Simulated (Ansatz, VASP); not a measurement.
## K3ScSi in VASP and in Ansatz

```
K Sc Si
1.0
     7.36374    0.00000    0.00000
    -3.68187    6.37718    0.00000
     0.00000    0.00000    5.18075
K Sc Si
3 1 1
Direct
  0.50000 0.00000 0.00000
  0.00000 0.50000 0.00000
  0.50000 0.50000 0.00000
  0.00000 0.00000 0.50000
  0.00000 0.00000 0.00000
```

Alike in both runs: functional PBE; k mesh 6 × 6 × 8; occupations gaussian, width 0.1 eV; no spin polarisation.

Ansatz relaxed the structure, and its values are those at the end. VASP's run is a single point on that final structure, the one shown.

|  | VASP | Ansatz |
| --- | --- | --- |
| version | VASP 6.6.1 | Ansatz 0.2.0 |
| potentials or method | VASP PAW PBE potentials, release 64 (K_sv, Sc_sv, Si), cutoff 520 eV | scalar-relativistic, plane waves, PAW |
| valence electrons in the cell | 42 | 42 |

```csv
,VASP,Ansatz,Ansatz less VASP
gap on the k mesh at the Fermi level (eV),none,none,-
pressure (GPa),0.0,0.0,-0.01
```

A gap of «none» marks a metal or a gap that the smearing closes.
